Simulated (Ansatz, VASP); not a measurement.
Two plane-wave programs on Cu

```xyz
4
Lattice="2.5308 0.0000 0.0000 -1.2654 2.1917 0.0000 0.0000 0.0000 8.2618" Properties=species:S:1:pos:R:3 pbc="T T T"
Cu    0.0000    0.0000    0.0000
Cu    0.0000    1.4611    2.0655
Cu    0.0000    0.0000    4.1309
Cu    1.2654    0.7306    6.1964
```

Alike in both runs: task single point; functional LDA; k mesh 10 × 10 × 3; no spin polarisation.

```csv
,VASP,Ansatz
version,VASP 6.6.1,Ansatz 0.2.0
potentials or method,"VASP PAW LDA potentials, release 64 (Cu), cutoff 520 eV","plane waves, PAW"
occupations,"methfessel-paxton of order 1, width 0.1 eV",cold
valence electrons in the cell,44,76
```

|  | VASP | Ansatz | Ansatz less VASP |
| --- | --- | --- | --- |
| pressure (GPa) | -7.4 | -8.2 | -0.77 |
| traceless stress, the component that is largest in VASP (GPa) | -0.67 | -0.73 | -0.060 |

LDA's correlation is that of Perdew and Zunger in VASP and of Perdew and Wang (1992) in Ansatz. VASP's potentials hold 44 valence electrons a cell and Ansatz's 76, so a difference there can come from the potentials and not from the codes.
